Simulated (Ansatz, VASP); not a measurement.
# Cu in VASP and in Ansatz

The input INCAR:

```
SYSTEM = Cu
ALGO = Normal
EDIFF = 1E-6
ENCUT = 600
GGA = PE
GGA_COMPAT = .False.
ISIF = 2
ISMEAR = 0
LASPH = .True.
LCHARG = .False.
LREAL = .False.
LWAVE = .False.
NBANDS = 18
NELM = 120
PREC = Accurate
SIGMA = 0.1
```

File KPOINTS:

```
k-points
0
Gamma
  3 3 2
  0 0 0
```

POSCAR

```
Cu
1.0
    2.5340966698      0.0000000000      0.0000000000
   -1.2670483349      2.1945920917      0.0000000000
    0.0000000000      0.0000000000      4.1125710000
Cu
2
Direct
    0.3333333333      0.6666666667      0.2500000000
    0.6666666667      0.3333333333      0.7500000000
```

Input for Ansatz:

```yaml
crystal:
  lattice:
    - [2.5340966698, 0.0, 0.0]
    - [-1.2670483349, 2.1945920917, 0.0]
    - [0.0, 0.0, 4.112571]
  atoms:
    - { symbol: Cu, position: [0.3333333333, 0.6666666667, 0.25] }
    - { symbol: Cu, position: [0.6666666667, 0.3333333333, 0.75] }
basis:
  ecutwfc: 420
kpoints:
  mp_grid: { grid: [3, 3, 2] }
hamiltonian:
  xc: pbe
scf:
  occupations: { method: gaussian, width: 0.1 }
  convergence: { dr2_threshold: "1e-11 eV" }
  max_iter: 88
output:
  forces: true
  stress: true
  eigenvalues: true
```

Alike in both runs: task single point; functional PBE; k mesh 3 × 3 × 2; occupations gaussian, width 0.1 eV; no spin polarisation.

|  | VASP | Ansatz |
| --- | --- | --- |
| version | VASP 6.6.1 | Ansatz 0.2.0 |
| potentials or method | VASP PAW PBE potentials, release 64 (Cu), cutoff 600 eV | scalar-relativistic, plane waves, PAW |
| valence electrons in the cell | 22 | 38 |

```tsv
	VASP	Ansatz	Ansatz less VASP
gap on the k mesh at the Fermi level (eV)	none	none	-
pressure (GPa)	6.8	6.2	-0.62
traceless stress, the component that is largest in VASP (GPa)	-0.03	1.52	+1.544
```

A gap of «none» marks a metal or a gap that the smearing closes. The functional is the same, so the differences come from potentials, cutoffs and numerics. VASP's potentials hold 22 valence electrons a cell and Ansatz's 38, so a difference there can come from the potentials and not from the codes.

The k mesh is coarse, so the values compare programs but aren't converged.
